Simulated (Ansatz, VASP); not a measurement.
**One calculation of GaBiSe3, two programs**

File INCAR:

```
SYSTEM = GaBiSe3
PREC     = Accurate       ! precision mode
ENCUT    = 500            ! plane-wave cutoff, eV
EDIFF    = 1E-6           ! SCF threshold, eV
ISMEAR   = 0              ! smearing method
SIGMA    = 0.1            ! smearing width, eV
LREAL    = .False.        ! projectors in reciprocal space
LASPH    = .True.         ! aspherical terms in the spheres
NELM     = 120            ! most SCF steps
ALGO     = Normal         ! electronic algorithm
ISIF     = 2              ! what is computed and relaxed
LWAVE    = .False.        ! write WAVECAR
LCHARG   = .True.         ! write CHGCAR
GGA      = PE             ! functional
LELF     = .True.         ! ELF
LVHAR    = .True.       
NBANDS   = 57             ! bands
GGA_COMPAT= .False.
```

File KPOINTS:

```
regular mesh
0
Gamma
  3 3 4
  0 0 0
```

The input POSCAR:

```
GaBiSe3
1.0
    7.0042500000      0.0000000000      0.0000000000
   -3.5021250000      6.0658584300      0.0000000000
    0.0000000000      0.0000000000      5.8835700000
Ga Bi Se
2 2 6
Direct
    0.0000000000      0.0000000000      0.0000000000
    0.0000000000      0.0000000000      0.5000000000
    0.3333333300      0.6666666700      0.7500000000
    0.6666666700      0.3333333300      0.2500000000
    0.8333333300      0.6666666700      0.7500000000
    0.3333333300      0.1666666700      0.7500000000
    0.8333333300      0.1666666700      0.7500000000
    0.1666666700      0.3333333300      0.2500000000
    0.6666666700      0.8333333300      0.2500000000
    0.1666666700      0.8333333300      0.2500000000
```

Input for Ansatz:

```yaml
crystal:
  lattice:
    - [7.00425, 0.0, 0.0]
    - [-3.502125, 6.06585843, 0.0]
    - [0.0, 0.0, 5.88357]
  atoms:
    - { symbol: Ga, position: [0.0, 0.0, 0.0] }
    - { symbol: Ga, position: [0.0, 0.0, 0.5] }
    - { symbol: Bi, position: [0.33333333, 0.66666667, 0.75] }
    - { symbol: Bi, position: [0.66666667, 0.33333333, 0.25] }
    - { symbol: Se, position: [0.83333333, 0.66666667, 0.75] }
    - { symbol: Se, position: [0.33333333, 0.16666667, 0.75] }
    - { symbol: Se, position: [0.83333333, 0.16666667, 0.75] }
    - { symbol: Se, position: [0.16666667, 0.33333333, 0.25] }
    - { symbol: Se, position: [0.66666667, 0.83333333, 0.25] }
    - { symbol: Se, position: [0.16666667, 0.83333333, 0.25] }
basis:
  ecutwfc: 420
kpoints:
  mp_grid: { grid: [3, 3, 4] }
hamiltonian:
  xc: pbe
scf:
  occupations: { method: gaussian, width: 0.1 }
  lower_state_search: "off"
output:
  forces: true
  stress: true
  eigenvalues: true
```

Alike in both runs: task single point; functional PBE; k mesh 3 × 3 × 4; occupations gaussian, width 0.1 eV; no spin polarisation.

```csv
,VASP,Ansatz
version,VASP 6.6.1,Ansatz 0.2.0
potentials or method,"VASP PAW PBE potentials, release 64 (Ga_d, Bi_d, Se), cutoff 500 eV","scalar-relativistic, plane waves, PAW"
valence electrons in the cell,92,152
```

|  | VASP | Ansatz | Ansatz less VASP |
| --- | --- | --- | --- |
| gap on the k mesh at the Fermi level (eV) | none | none | - |
| pressure (GPa) | 0.9 | 0.8 | -0.10 |
| traceless stress, the component that is largest in VASP (GPa) | 3.54 | 3.53 | -0.009 |
| rms of the force components (eV/Å) | 0.503 | 0.492 | -0.0104 |

Atom by atom the forces differ by 0.010 eV/Å (rms over components). A gap of «none» marks a metal or a gap that the smearing closes. VASP's potentials hold 92 valence electrons a cell and Ansatz's 152, so a difference there can come from the potentials and not from the codes.

Spin-orbit coupling is off throughout.
